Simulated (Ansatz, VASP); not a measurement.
# Mg2S3O2: VASP beside Ansatz

INCAR

```
SYSTEM = Mg2S3O2
  ALGO = Normal
  EDIFF = 1E-6
  ENCUT = 520
  GGA = PE
  ISIF = 2
  ISMEAR = 0
  LASPH = .True.
  LCHARG = .False.
  LREAL = .False.
  LWAVE = .False.
  NBANDS = 26
  NELM = 100
  PREC = Accurate
  SIGMA = 0.1
```

The input KPOINTS:

```
k-points
0
Gamma
  4 4 4
  0 0 0
```

The input POSCAR:

```
Mg2S3O2
1.0
   -2.6938907000      2.6938907000      4.3112587300
    2.6938907000     -2.6938907000      4.3112587300
    2.6938907000      2.6938907000     -4.3112587300
Mg S O
2 3 2
Direct
    0.5000000000      0.0000000000      0.5000000000
    0.0000000000      0.5000000000      0.5000000000
    0.6626232900      0.6626232900      0.0000000000
    0.3373767100      0.3373767100      0.0000000000
    0.0000000000      0.0000000000      0.0000000000
    0.2070128000      0.2070128000      0.0000000000
    0.7929872000      0.7929872000      0.0000000000
```

Input for Ansatz:

```yaml
crystal:
  lattice:
    - [-2.6938907, 2.6938907, 4.31125873]
    - [2.6938907, -2.6938907, 4.31125873]
    - [2.6938907, 2.6938907, -4.31125873]
  atoms:
    - { symbol: Mg, position: [0.5, 0.0, 0.5] }
    - { symbol: Mg, position: [0.0, 0.5, 0.5] }
    - { symbol: S, position: [0.66262329, 0.66262329, 0.0] }
    - { symbol: S, position: [0.33737671, 0.33737671, 0.0] }
    - { symbol: S, position: [0.0, 0.0, 0.0] }
    - { symbol: O, position: [0.2070128, 0.2070128, 0.0] }
    - { symbol: O, position: [0.7929872, 0.7929872, 0.0] }
basis:
  ecutwfc: 420
kpoints:
  mp_grid: { grid: [4, 4, 4] }
hamiltonian:
  xc: pbe
scf:
  occupations: { method: gaussian, width: 0.1 }
  lower_state_search: "off"
output:
  forces: true
  stress: true
  eigenvalues: true
```

Alike in both runs: task single point; functional PBE; k mesh 4 × 4 × 4; occupations gaussian, width 0.1 eV; no spin polarisation.

```csv
,VASP,Ansatz
version,VASP 6.6.1,Ansatz 0.2.0
potentials or method,"VASP PAW PBE potentials, release 64 (Mg, S, O), cutoff 520 eV","scalar-relativistic, plane waves, PAW"
valence electrons in the cell,34,50
```

```tsv
	VASP	Ansatz	Ansatz less VASP
gap on the k mesh at the Fermi level (eV)	none	none	-
rms of the force components (eV/Å)	25.388	29.299	+3.9112
```

Atom by atom the forces differ by 3.911 eV/Å (rms over components). A gap of «none» marks a metal or a gap that the smearing closes. VASP's potentials hold 34 valence electrons a cell and Ansatz's 50, so a difference there can come from the potentials and not from the codes.

The k mesh is coarse, so the values compare programs but aren't converged.
